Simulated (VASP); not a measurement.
Set up this calculation in VASP 6.6.1, as the native input.

* Task: G0W0 quasiparticle levels
* Functional: PBE
* Potentials or basis: VASP PAW PBE potentials, release 64 (B_GW, N_GW)
* Cutoff: 500 eV
* k mesh: 6 × 6 × 6
* Occupations: gaussian, width 0.01 eV
* Spin: no spin polarisation
* Dipole correction: no
* GW scheme: G0W0
* GW iterations: 1
* Cutoff of the response function: 150
* Frequency points: 96
* Empty bands: 48
* Further INCAR settings: ALGO = EVGW0; EDIFF = 1e-08; NBANDS = 52

BN:

```xyz
2
Lattice="0.0000 1.7868 1.8126 1.7868 0.0000 1.8126 1.7868 1.7868 0.0000" Properties=species:S:1:pos:R:3 pbc="T T T"
B     0.0000    0.0000    0.0000
N     0.8934    0.8934    0.9063
```

One way to write it, as run:

POSCAR

```
BN
1.0
    0.0000000000      1.7867772104      1.8125564011
    1.7867772104      0.0000000000      1.8125564011
    1.7867772104      1.7867772104      0.0000000000
B N
1 1
Direct
    0.0000000000      0.0000000000      0.0000000000
    0.2500000000      0.2500000000      0.2500000000
```

INCAR.step1

```
SYSTEM = BN
  ALGO = Normal
  EDIFF = 1E-8
  ENCUT = 500
  GGA = PE
  ISMEAR = 0
  LASPH = .True.
  LCHARG = .False.
  LREAL = .False.
  LWAVE = .True.
  NELM = 100
  PREC = Accurate
  SIGMA = 0.01
```

INCAR.step2

```
SYSTEM = BN
  ALGO = Exact
  EDIFF = 1E-8
  ENCUT = 500
  GGA = PE
  ISMEAR = 0
  ISTART = 1
  LASPH = .True.
  LCHARG = .False.
  LOPTICS = .True.
  LREAL = .False.
  LWAVE = .True.
  NBANDS = 52
  NELM = 1
  PREC = Accurate
  SIGMA = 0.01
```

INCAR.step3

```
SYSTEM = BN
  ALGO = EVGW0
  EDIFF = 1E-8
  ENCUT = 500
  ENCUTGW = 150.0
  GGA = PE
  ISMEAR = 0
  ISTART = 1
  LASPH = .True.
  LCHARG = .False.
  LREAL = .False.
  LWAVE = .False.
  NBANDS = 52
  NBANDSGW = 12
  NELMGW = 1
  NOMEGA = 96
  OMEGAMAX = 30
  PREC = Accurate
  PRECFOCK = Fast
  SIGMA = 0.01
```

KPOINTS

```
k-points
0
Gamma
  6 6 6
  0 0 0
```

Potentials or basis: VASP PAW PBE potentials, release 64 (B_GW, N_GW).

Command:

```sh
$ cat potpaw_PBE.64/B_GW/POTCAR potpaw_PBE.64/N_GW/POTCAR > POTCAR
$ cp INCAR.step1 INCAR
$ mpirun -np 1 vasp_std > vasp.out
$ cp INCAR.step2 INCAR
$ mpirun -np 1 vasp_std > vasp.out
$ cp INCAR.step3 INCAR
$ mpirun -np 1 vasp_std > vasp.out
```

It gave:

* Quasiparticle gap: 5.83 eV
* Least direct quasiparticle gap: 10.96 eV
* Band gap of the starting levels on the mesh: 4.35 eV
* Least direct gap of the starting levels on the mesh: 8.84 eV

Caveat: the k points lie up to 0.51 Å⁻¹ apart; bands, screening cutoff and mesh are small and nothing is extrapolated, so the quasiparticle values aren't converged.

It took 110 s on 1 thread of Intel(R) Xeon(R) 6975P-C (Granite Rapids), with other jobs on the host, peak memory 0.25 GiB.
